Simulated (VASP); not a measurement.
# Al3BP4 (I-42m) in VASP: notebook

Runs on Al3BP4. Level: PBE. Tasks: single point.

Everything below comes from runs of VASP 6.6.1. Logs are shortened: lines on timing, memory, paths and dates and some standing lists are left out, and cuts for length are marked.

### 1 The cell of the first run

Symmetry: I-42m, No. 121, tetragonal system. Conventional cell: a = 5.126 Å, b = 5.126 Å, c = 10.253 Å, α = 90.00°, β = 90.00°, γ = 90.00°. Within 2.9 Å of Al (site symmetry -4) lie 4 P at 2.22 Å. Al (site symmetry -42m) has 4 P at 2.22 Å within 2.9 Å. B (site symmetry -42m) has 4 P at 2.22 Å within 2.9 Å. P (site symmetry m) has 3 Al at 2.22 Å and 1 B at 2.22 Å within 2.9 Å.

### 2 Single point, PBE

File INCAR:

```
SYSTEM = Al3BP4
ALGO     = Normal         ! electronic algorithm
EDIFF    = 1E-6           ! SCF threshold, eV
ENCUT    = 520            ! plane-wave cutoff, eV
GGA      = PE             ! functional
ISIF     = 2              ! what is computed and relaxed
ISMEAR   = 0              ! smearing method
LASPH    = .TRUE.         ! aspherical terms in the spheres
LCHARG   = .FALSE.        ! write CHGCAR
LREAL    = .FALSE.        ! projectors in reciprocal space
LWAVE    = .FALSE.        ! write WAVECAR
NBANDS   = 26             ! bands
NELM     = 80             ! most SCF steps
PREC     = Accurate       ! precision mode
SIGMA    = 0.1            ! smearing width, eV
```

File KPOINTS:

```
k-points
0
G
  6 6 6
  0 0 0
```

File POSCAR:

```
Al3BP4
1.0
   -2.5631265500      2.5631265500      5.1262531100
    2.5631265500     -2.5631265500      5.1262531100
    2.5631265500      2.5631265500     -5.1262531100
Al B P
3 1 4
Direct
    0.7500000000      0.2500000000      0.5000000000
    0.0000000000      0.0000000000      0.0000000000
    0.2500000000      0.7500000000      0.5000000000
    0.5000000000      0.5000000000      0.0000000000
    0.8750000000      0.3750000000      0.0000000000
    0.1250000000      0.1250000000      0.5000000000
    0.3750000000      0.8750000000      0.0000000000
    0.6250000000      0.6250000000      0.5000000000
```

Potentials or basis: VASP PAW PBE potentials, release 64 (Al, B, P).

Command:

```sh
cat potpaw_PBE.64/Al/POTCAR potpaw_PBE.64/B/POTCAR potpaw_PBE.64/P/POTCAR > POTCAR
mpirun -np 1 vasp_std > vasp.out
```

OUTCAR:

```text
SYSTEM = Al3BP4
   EDIFF = 1E-6
   ENCUT = 520
   GGA = PE
   ISIF = 2
   ISMEAR = 0
   LASPH = .TRUE.
   LREAL = .FALSE.
   NELM = 80
   PREC = Accurate

 ion  position               nearest neighbor table
   1  0.750  0.250  0.500-   5 2.22   6 2.22   8 2.22   7 2.22
   2  0.000  0.000  0.000-   5 2.22   6 2.22   7 2.22   8 2.22
   3  0.250  0.750  0.500-   6 2.22   7 2.22   8 2.22   5 2.22
   4  0.500  0.500  0.000-   5 2.22   7 2.22   8 2.22   6 2.22
   5  0.875  0.375  0.000-   2 2.22   3 2.22   4 2.22   1 2.22
   6  0.125  0.125  0.500-   1 2.22   3 2.22   4 2.22   2 2.22
   7  0.375  0.875  0.000-   1 2.22   2 2.22   4 2.22   3 2.22
   8  0.625  0.625  0.500-   1 2.22   2 2.22   3 2.22   4 2.22

  LATTYP: Found a body centered tetragonal cell.
 ALAT       =     5.1262531000
 C/A-ratio  =     2.0000000039

  Lattice vectors:

 A1 = (  -2.5631265500,   2.5631265500,   5.1262531100)
 A2 = (   2.5631265500,  -2.5631265500,   5.1262531100)
 A3 = (   2.5631265500,   2.5631265500,  -5.1262531100)

Analysis of symmetry for initial positions (statically):
=====================================================================
 Subroutine PRICEL returns:
 Original cell was already a primitive cell.

 Routine SETGRP: Setting up the symmetry group for a
 body centered tetragonal supercell.

 Subroutine GETGRP returns: Found  8 space group operations
 (whereof  8 operations were pure point group operations)
 out of a pool of 16 trial point group operations.

The static configuration has the point symmetry D_2d.

Analysis of symmetry for dynamics (positions and initial velocities):
=====================================================================
 Subroutine PRICEL returns:
 Original cell was already a primitive cell.

 Routine SETGRP: Setting up the symmetry group for a
 body centered tetragonal supercell.

 Subroutine GETGRP returns: Found  8 space group operations
 (whereof  8 operations were pure point group operations)
 out of a pool of 16 trial point group operations.

The dynamic configuration has the point symmetry D_2d.

 Subroutine INISYM returns: Found  8 space group operations
 (whereof  8 operations are pure point group operations),
 and found     1 'primitive' translations

----------------------------------------------------------------------------------------

                                     Primitive cell

  volume of cell :     134.7101

  direct lattice vectors                    reciprocal lattice vectors
    -2.563126550  2.563126550  5.126253110     0.000000000  0.195074254  0.097537127
     2.563126550 -2.563126550  5.126253110     0.195074254  0.000000000  0.097537127
     2.563126550  2.563126550 -5.126253110     0.195074254  0.195074254  0.000000000

  length of vectors
     6.278352202  6.278352202  6.278352202     0.218099646  0.218099646  0.275876656

  position of ions in fractional coordinates (direct lattice)
     0.750000000  0.250000000  0.500000000
     0.000000000  0.000000000  0.000000000
     0.250000000  0.750000000  0.500000000
     0.500000000  0.500000000  0.000000000
     0.875000000  0.375000000  0.000000000
     0.125000000  0.125000000  0.500000000
     0.375000000  0.875000000  0.000000000
     0.625000000  0.625000000  0.500000000

  ion indices of the primitive-cell ions
   primitive index   ion index
                 1           1
                 2           2
                 3           3
                 4           4
                 5           5
                 6           6
                 7           7
                 8           8

----------------------------------------------------------------------------------------

 KPOINTS: k-points

Automatic generation of k-mesh.
 Grid dimensions read from file:
 generate k-points for:    6    6    6

 Generating k-lattice:

  Cartesian coordinates                     Fractional coordinates (reciprocal lattice)
     0.000000000  0.032512376  0.016256188     0.166666667 -0.000000000  0.000000000
     0.032512376  0.000000000  0.016256188    -0.000000000  0.166666667  0.000000000
     0.032512376  0.032512376  0.000000000     0.000000000  0.000000000  0.166666667

  Length of vectors
     0.036349941  0.036349941  0.045979443

  Shift w.r.t. Gamma in fractional coordinates (k-lattice)
     0.000000000  0.000000000  0.000000000

 Subroutine IBZKPT returns following result:
 ===========================================

 Found     30 irreducible k-points:

 Following reciprocal coordinates:
            Coordinates               Weight
  0.000000  0.000000  0.000000      1.000000
  0.166667  0.000000  0.000000      8.000000
  0.333333  0.000000  0.000000      8.000000
  0.500000  0.000000  0.000000      4.000000
  0.166667  0.166667  0.000000      8.000000
  0.333333  0.166667  0.000000     16.000000
[... 16 lines left out ...]
 -0.333333 -0.333333  0.166667      8.000000
 -0.166667 -0.333333  0.166667      8.000000
 [... further k-points ...]
   k-points           NKPTS =     30   k-points in BZ     NKDIM =     30   number of bands    NBANDS=     26
   number of dos      NEDOS =    301   number of ions     NIONS =      8
   total plane-waves  NPLWV = 110592
   dimension x,y,z NGX =    48 NGY =   48 NGZ =   48
   dimension x,y,z NGXF=    96 NGYF=   96 NGZF=   96
   ions per type =               3   1   4
   NGX,Y,Z   is equivalent  to a cutoff of  12.71, 12.71, 12.71 a.u.
   NGXF,Y,Z  is equivalent  to a cutoff of  25.42, 25.42, 25.42 a.u.
 SYSTEM =  Al3BP4
   PREC   = accura    normal or accurate (medium, high low for compatibility)
   ISTART =      0    job   : 0-new  1-cont  2-samecut
   ICHARG =      2    charge: 1-file 2-atom 10-const
   ISPIN  =      1    spin polarized calculation?
   LNONCOLLINEAR =      F non collinear calculations
   LSORBIT =      F    spin-orbit coupling
   LASPH  =      T    aspherical Exc in radial PAW
   ENCUT  =  520.0 eV  38.22 Ry    6.18 a.u.  11.67 11.67 11.67*2*pi/ulx,y,z
   NELM   =     80;   NELMIN=  2; NELMDL= -5     # of ELM steps
   EDIFF  = 0.1E-05   stopping-criterion for ELM
   LREAL  =      F    real-space projection
   EDIFFG = 0.1E-04   stopping-criterion for IOM
   NSW    =      0    number of steps for IOM
   IBRION =     -1    ionic relax: 0-MD 1-quasi-New 2-CG
   NFREE  =      0    steps in history (QN), initial steepest desc. (CG)
   ISIF   =      2    stress and relaxation
   ISYM   =      2    0-nonsym 1-usesym 2-fastsym
   POTIM  = 0.5000    time-step for ionic-motion
   TEBEG  =    0.0;   TEEND  =   0.0 temperature during run
   PSTRESS=    0.0 pullay stress
   NELECT =      32.0000    total number of electrons
   NUPDOWN=      -1.0000    fix difference up-down
   EMIN   =  10.00;   EMAX   =-10.00  energy-range for DOS
   EFERMI =   0.00;   METHOD = LEGACY
   ISMEAR =     0;   SIGMA  =   0.10  broadening in eV -4-tet -1-fermi 0-gaus
   EFERMI_NEDOS =   21; number of points for ismear=-14 and -15
   IALGO  =     38    algorithm
   IMIX   =      4    mixing-type and parameters
     AMIX     =   0.40;   BMIX     =  1.00
     AMIX_MAG =   1.60;   BMIX_MAG =  1.00
  volume/ion in A,a.u.               =      16.84       113.63
  Fermi-wavevector in a.u.,A,eV,Ry     =   1.013891  1.915977 13.986460  1.027976
  Thomas-Fermi vector in A             =   2.147087
   LORBIT       =      0    0 simple, 1 ext, 2 COOP (PROOUT), +10 PAW based schemes
   GGA     = PE    functional components
   LHFCALC =     F    Hartree Fock is set to
   AEXX    =    0.0000 exact exchange contribution
   IVDW    =     0    specifies the selected vdW correction
   LEPSILON=     F    determine dielectric tensor
   LRPA    =     F    only Hartree local field effects (RPA)
 non-spin polarized calculation
 Gauss-broadening in eV      SIGMA  =   0.10
  energy-cutoff  :      520.00
  volume of cell :      134.71
 maximum number of plane-waves:      3672
   NGX = 23   NGY = 23   NGZ = 23

 number of electron      31.9999999 magnetization

 Free energy of the ion-electron system (eV)
  ---------------------------------------------------
  ext. energy  EPLUGINS =         0.00000000
  ---------------------------------------------------
  free energy    TOTEN  =       -40.90227143 eV

  energy without entropy =      -40.90227143  energy(sigma->0) =      -40.90227143

 E-fermi :   6.2510     XC(G=0):  -9.8279

 val. band max:        5.8245034015   @ k =   0.0000   0.0000   0.0000
 cond. band min:       6.9275679924   @ k =   0.5000   0.5000   0.5000
 fundamental gap:      1.1030645909
 Fermi energy:         6.2510293135

 k-point     1 :       0.0000    0.0000    0.0000
  band No.  band energies     occupation
      1      -6.9013      2.00000
      2      -3.8324      2.00000
      3      -3.7449      2.00000
      4      -3.7449      2.00000
      5      -0.7700      2.00000
      6       0.0179      2.00000
[... 18 lines left out ...]
     25      11.6434      0.00000
     26      11.9903      0.00000

 k-point     2 :       0.1667    0.0000    0.0000
  band No.  band energies     occupation
      1      -6.7459      2.00000
      2      -3.9984      2.00000
      3      -3.9223      2.00000
      4      -3.8740      2.00000
      5      -0.6027      2.00000
      6       0.1343      2.00000
[... 18 lines left out ...]
     25      11.4943      0.00000
     26      11.9136      0.00000

 k-point     3 :       0.3333    0.0000    0.0000
  band No.  band energies     occupation
      1      -6.2912      2.00000
      2      -4.7267      2.00000
      3      -4.0873      2.00000
      4      -4.0469      2.00000
      5      -0.2961      2.00000
      6       0.3359      2.00000
[... 18 lines left out ...]
     25      11.8401      0.00000
     26      11.9591      0.00000

 k-point     4 :       0.5000    0.0000    0.0000
  band No.  band energies     occupation
      1      -5.5816      2.00000
      2      -5.5795      2.00000
      3      -4.1608      2.00000
      4      -4.1162      2.00000
      5      -0.1669      2.00000
      6       0.3985      2.00000
[... 18 lines left out ...]
     25      11.7187      0.00000
     26      11.9059      0.00000

 k-point     5 :       0.1667    0.1667    0.0000
  band No.  band energies     occupation
      1      -6.5328      2.00000
      2      -4.1702      2.00000
      3      -4.1075      2.00000
      4      -4.0822      2.00000
      5      -0.4818      2.00000
      6       0.2232      2.00000
[... 18 lines left out ...]
     25      11.5851      0.00000
     26      12.2661      0.00000

 k-point     6 :       0.3333    0.1667    0.0000
  band No.  band energies     occupation
      1      -6.0354      2.00000
      2      -4.7996      2.00000
      3      -4.3691      2.00000
      4      -4.1337      2.00000
      5      -0.3714      2.00000
      6       0.1947      2.00000
[... 427 lines left out ...]
 k-point    21 :      -0.3333    0.5000    0.1667
  band No.  band energies     occupation
      1      -5.6008      2.00000
      2      -5.0080      2.00000
      3      -4.9464      2.00000
      4      -4.0766      2.00000
      5      -0.1272      2.00000
      6       0.5829      2.00000
[... 18 lines left out ...]
     25      11.5104      0.00000
     26      12.1469      0.00000

 k-point    22 :      -0.1667    0.5000    0.1667
  band No.  band energies     occupation
      1      -5.9469      2.00000
      2      -4.9661      2.00000
      3      -4.7270      2.00000
      4      -3.8401      2.00000
      5      -0.2512      2.00000
      6       0.7251      2.00000
[... 18 lines left out ...]
     25      11.4314      0.00000
     26      11.9489      0.00000

 k-point    23 :      -0.3333   -0.3333    0.1667
  band No.  band energies     occupation
      1      -6.1767      2.00000
      2      -4.8898      2.00000
      3      -4.1820      2.00000
      4      -4.1508      2.00000
      5      -0.2922      2.00000
      6       0.3359      2.00000
[... 18 lines left out ...]
     25      11.0434      0.00000
     26      12.3264      0.00000

 k-point    24 :      -0.1667   -0.3333    0.1667
  band No.  band energies     occupation
      1      -6.5016      2.00000
      2      -4.5698      2.00000
      3      -4.1424      2.00000
      4      -3.8205      2.00000
      5      -0.4717      2.00000
      6       0.2646      2.00000
[... 18 lines left out ...]
     25      10.7100      0.00000
     26      12.1147      0.00000

 [... further k-points ...]

------------------------ aborting loop because EDIFF is reached ----------------------------------------

  FORCE on cell =-STRESS in cart. coord.  units (eV):
  Direction    XX          YY          ZZ          XY          YZ          ZX
  --------------------------------------------------------------------------------------
  -------------------------------------------------------------------------------------
  Total       11.8941059     11.8941059     11.8706109      0.0000000      0.0000000      0.0000000
  in kB      141.4627991    141.4627991    141.1833614      0.0000000      0.0000000      0.0000000
  external PRESSURE =     141.3696532 kB  Pullay stress =       0.0000000 kB

 VOLUME and BASIS-vectors are now :
 -----------------------------------------------------------------------------
  energy-cutoff  :      520.00
  volume of cell :      134.71
      direct lattice vectors                 reciprocal lattice vectors
    -2.563126550  2.563126550  5.126253110     0.000000000  0.195074254  0.097537127
     2.563126550 -2.563126550  5.126253110     0.195074254  0.000000000  0.097537127
     2.563126550  2.563126550 -5.126253110     0.195074254  0.195074254  0.000000000

 POSITION                                       TOTAL-FORCE (eV/Angst)
 -----------------------------------------------------------------------------------
      0.00000      2.56313      2.56313         0.000000      0.000000     -0.000000
      0.00000      0.00000      0.00000         0.000000      0.000000     -0.000000
      2.56313      0.00000      2.56313         0.000000      0.000000     -0.000000
      0.00000      0.00000      5.12625         0.000000      0.000000     -0.000000
     -1.28156      1.28156      6.40782         1.993553     -1.993553     -1.850234
      1.28156      1.28156     -1.28156         1.993553      1.993553      1.850234
      1.28156     -1.28156      6.40782        -1.993553      1.993553     -1.850234
      1.28156      1.28156      3.84469        -1.993553     -1.993553      1.850234
 -----------------------------------------------------------------------------------
    total drift:                                0.000001      0.000001      0.000001

  FREE ENERGIE OF THE ION-ELECTRON SYSTEM (eV)
  ---------------------------------------------------
  free  energy   TOTEN  =       -40.9022714325 eV

  energy  without entropy=      -40.9022714325  energy(sigma->0) =      -40.90227143
```

Wall time 82 s (1 thread of AMD EPYC 9R45 (Zen 5), shared host); peak memory 0.32 GiB.

Results:

| Quantity | Value |
| --- | --- |
| Free energy | -40.9023 eV |
| Pressure | 14.1 GPa |
| Largest force | 3.372 eV/Å |
| Band gap on the k mesh | 1.10 eV, indirect (least direct gap 1.40 eV) |

Forces on the atoms (eV/Å):
```
Al   0.000  0.000  0.000
Al   0.000  0.000  0.000
Al   0.000  0.000  0.000
B    0.000  0.000  0.000
P    1.994 -1.994 -1.850
P    1.994  1.994  1.850
P   -1.994  1.994 -1.850
P   -1.994 -1.994  1.850
```

Levels at points of the mesh, in eV from the valence-band top:
| k point | band 14 | band 15 | band 16 | band 17 | band 18 | band 19 |
| --- | --- | --- | --- | --- | --- | --- |
| (0.00, 0.00, 0.00) | -0.08 | 0.00 | 0.00 | 1.40 | 1.82 | 3.70 |
| (0.50, 0.00, 0.00) | -2.30 | -1.21 | -1.19 | 3.06 | 3.28 | 4.03 |
| (0.50, 0.50, 0.00) | -1.03 | -0.95 | -0.89 | 2.01 | 3.57 | 3.69 |
| (0.50, 0.50, 0.50) | -1.80 | -1.56 | -1.56 | 1.10 | 1.36 | 1.36 |

Caveat: forces of over 1 eV/Å act on the atoms, so gaps and moduli don't describe the material at rest. Expect the measured gap to be larger: semilocal functionals such as PBE lack the derivative discontinuity.

### 3 Single point, PBE

This run uses another cell than the first one, of 18.26 Å³/atom, 1.084 times its volume.

File INCAR:

```
SYSTEM = Al3BP4
  PREC = Accurate
  ENCUT = 520
  EDIFF = 1E-6
  ISMEAR = 0
  SIGMA = 0.1
  LREAL = .FALSE.
  LASPH = .TRUE.
  NELM = 80
  ALGO = Normal
  ISIF = 2
  LWAVE = .FALSE.
  LCHARG = .TRUE.
  GGA = PE
  LELF = .TRUE.
  LVHAR = .TRUE.
  NBANDS = 26
```

File KPOINTS:

```
regular mesh
0
G
  6 6 6
  0 0 0
```

File POSCAR:

```
Al3BP4
1.0
   -2.6418918173      2.6418918173      5.2327997162
    2.6418918173     -2.6418918173      5.2327997162
    2.6418918173      2.6418918173     -5.2327997162
Al B P
3 1 4
Direct
    0.7500000000      0.2500000000      0.5000000000
    0.0000000000      0.0000000000      0.0000000000
    0.2500000000      0.7500000000      0.5000000000
    0.5000000000      0.5000000000      0.0000000000
    0.8326827471      0.3950013369      0.0000000000
    0.1673172529      0.1673172529      0.5623185897
    0.3950013369      0.8326827471      0.0000000000
    0.6049986631      0.6049986631      0.4376814103
```

Potentials or basis: VASP PAW PBE potentials, release 64 (Al, B, P).

Command:

```sh
cat potpaw_PBE.64/Al/POTCAR potpaw_PBE.64/B/POTCAR potpaw_PBE.64/P/POTCAR > POTCAR
mpirun -np 1 vasp_std > vasp.out
```

Wall time 90 s (1 thread of AMD EPYC 9R45 (Zen 5), shared host); peak memory 0.33 GiB.

The run converged. Its results:

```
Free energy            : -43.1504 eV
Pressure               : -0.1 GPa
Largest force          : 0.027 eV/Å
Band gap on the k mesh : 1.13 eV, direct
```

Forces on the atoms (eV/Å):
```
Al   0.000  0.000  0.000
Al   0.000  0.000  0.000
Al   0.000  0.000  0.000
B    0.000  0.000  0.000
P    0.011 -0.011  0.021
P    0.011  0.011 -0.021
P   -0.011  0.011  0.021
P   -0.011 -0.011 -0.021
```

Stress tensor (GPa, compression positive):
```
-0.10  0.00  0.00
 0.00 -0.10  0.00
 0.00  0.00  0.05
```

Levels at points of the mesh, in eV from the valence-band top:
| k point | band 13 | band 14 | band 15 | band 16 | band 17 | band 18 | band 19 | band 20 |
| --- | --- | --- | --- | --- | --- | --- | --- | --- |
| (0.00, 0.00, 0.00) | -2.30 | -0.11 | 0.00 | 0.00 | 1.13 | 1.85 | 3.58 | 3.62 |
| (0.50, 0.00, 0.00) | -1.95 | -1.84 | -1.22 | -0.98 | 3.03 | 3.31 | 3.84 | 3.86 |
| (0.50, 0.50, 0.00) | -1.20 | -0.88 | -0.73 | -0.59 | 1.87 | 3.06 | 3.11 | 3.88 |
| (0.50, 0.50, 0.50) | -1.69 | -1.69 | -1.20 | -1.20 | 1.54 | 1.54 | 1.89 | 2.25 |

A k mesh can miss the band edges. Expect the measured gap to be larger: semilocal functionals such as PBE lack the derivative discontinuity.
